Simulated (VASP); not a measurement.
Cd4Se: single point with PBE

Cd4Se:

```
Cd Se
1.0
     6.12096    0.00000    0.00000
     0.00000    6.12096    0.00000
     0.00000    0.00000    3.81259
Cd Se
4 1
Direct
  0.73502 0.73502 0.00000
  0.26498 0.26498 0.00000
  0.26498 0.73502 0.00000
  0.73502 0.26498 0.00000
  0.00000 0.00000 0.50000
```

The cell was built from a structure type or drawn by symmetry, and may not be a known phase.

```
Program             : VASP 6.6.1
Task                : single point
Functional          : PBE
Potentials or basis : VASP PAW PBE potentials, release 64 (Cd, Se)
Cutoff              : 520 eV
k mesh              : 6 × 6 × 10
Occupations         : gaussian, width 0.1 eV
Spin                : no spin polarisation
```

```yaml
Pressure: 0.2 GPa
Largest_force: 0.004 eV/Å
Band_gap_on_the_k_mesh: zero (bands 27 and 28 overlap by 0.62 eV)
```

Forces in eV/Å, atoms in the order of the input:
```
Cd   0.003  0.003  0.000
Cd  -0.003 -0.003  0.000
Cd  -0.003  0.003  0.000
Cd   0.003 -0.003  0.000
Se   0.000  0.000  0.000
```

Stress tensor (GPa, compression positive):
```
0.24 0.00 0.00
0.00 0.24 0.00
0.00 0.00 0.14
```

Levels at points of the mesh, in eV from the Fermi level:
```csv
k point,band 24,band 25,band 26,band 27,band 28,band 29,band 30,band 31
"(0.00, 0.00, 0.00)",-4.13,-1.48,-1.19,-0.04,-0.04,0.82,1.66,4.92
"(0.50, 0.00, 0.00)",-3.45,-2.33,-1.39,-1.34,1.37,1.60,3.36,4.41
"(0.50, 0.50, 0.00)",-4.44,-1.32,-1.06,-0.27,-0.27,4.39,4.41,4.48
"(0.00, 0.00, 0.50)",-2.66,-2.54,-0.57,-0.57,-0.42,0.22,2.82,2.82
"(0.50, 0.00, 0.50)",-3.12,-2.48,-0.59,0.13,0.43,0.90,1.29,1.72
"(0.50, 0.50, 0.50)",-2.79,-2.79,-2.60,-2.60,0.34,3.18,3.36,3.36
```

Wall time 5.3 min on 1 thread of Intel(R) Xeon(R) Platinum 8375C CPU @ 2.90GHz (Ice Lake), with other jobs on the host, peak memory 0.39 GiB.

Caveat: semilocal functionals underestimate gaps, so a narrow gap can read as zero.
